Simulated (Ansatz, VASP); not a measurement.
# Al in VASP and in Ansatz

File INCAR:

```
SYSTEM = Al
ALGO = Fast
EDIFF = 1E-6
ENCUT = 520
GGA = PS
ISIF = 2
ISMEAR = 0
IVDW = 12
LASPH = .TRUE.
LCHARG = .FALSE.
LREAL = .FALSE.
LWAVE = .FALSE.
NBANDS = 10
NELM = 80
PREC = Accurate
SIGMA = 0.15
```

Contents of KPOINTS:

```
k-points
0
G
  18 18 10
  0 0 0
```

POSCAR

```
Al
1.0
    2.7843307980      0.0000000000      0.0000000000
   -1.3921653990      2.4600143592      0.0000000000
    0.0000000000      0.0000000000      4.8668500000
Al
2
Direct
    0.6666666667      0.3333333333      0.7500000000
    0.3333333333      0.6666666667      0.2500000000
```

Input for Ansatz:

```yaml
crystal:
  lattice:
    - [2.784330798, 0.0, 0.0]
    - [-1.392165399, 2.4600143592, 0.0]
    - [0.0, 0.0, 4.86685]
  atoms:
    - { symbol: Al, position: [0.6666666667, 0.3333333333, 0.75] }
    - { symbol: Al, position: [0.3333333333, 0.6666666667, 0.25] }
basis:
  ecutwfc: 420
kpoints:
  mp_grid: { grid: [18, 18, 10] }
hamiltonian:
  xc: pbesol
  dispersion: d3bj
scf:
  occupations: { method: gaussian, width: 0.15 }
output:
  forces: true
  stress: true
  eigenvalues: true
```

Change from the starting cell: strain -0.0100 x Voigt [1, -1, 0, 0, 0, 0], atoms carried along.

Alike in both runs: task single point; functional PBEsol; dispersion D3(BJ); k mesh 18 × 18 × 10; occupations gaussian, width 0.15 eV; no spin polarisation.

|  | VASP | Ansatz |
| --- | --- | --- |
| version | VASP 6.6.1 | Ansatz 0.2.0 |
| potentials or method | VASP PAW PBE potentials, release 64 (Al), cutoff 520 eV | scalar-relativistic, plane waves, PAW |
| valence electrons in the cell | 6 | 6 |

Ansatz gave:

| Property | Result |
| --- | --- |
| gap on the k mesh at the Fermi level (eV) | none |
| pressure (GPa) | -4.4 |
| traceless stress, the component that is largest in VASP (GPa) | -1.55 |

Problem. Which values does VASP return?

Solution. gap on the k mesh at the Fermi level (eV): none; pressure (GPa): -4.4; traceless stress, the component that is largest in VASP (GPa): -1.57.

VASP's potentials were made for PBE, not for PBEsol. A gap of «none» marks a metal or a gap that the smearing closes.
